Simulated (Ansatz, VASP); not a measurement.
## SiC: VASP beside Ansatz

```
Si C
1.0
     0.00000    2.21705    2.21705
     2.21705    0.00000    2.21705
     2.21705    2.21705    0.00000
Si C
1 1
Direct
  0.00000 0.00000 0.00000
  0.25000 0.25000 0.25000
```

Alike in both runs: task single point; functional PBE; dispersion D3(BJ); k mesh 10 × 10 × 10; occupations gaussian, width 0.02 eV; no spin polarisation.

|  | VASP | Ansatz |
| --- | --- | --- |
| version | VASP 6.6.1 | Ansatz 0.2.0 |
| potentials or method | VASP PAW PBE potentials, release 64 (Si, C), cutoff 600 eV | scalar-relativistic, plane waves, PAW |
| valence electrons in the cell | 8 | 8 |

|  | VASP | Ansatz | Ansatz less VASP |
| --- | --- | --- | --- |
| gap on the k mesh at the Fermi level (eV) | 1.40 | 1.40 | +0.001 |
| least direct gap on the mesh (eV) | 4.49 | 4.49 | +0.002 |
| pressure (GPa) | -11.7 | -11.5 | +0.16 |
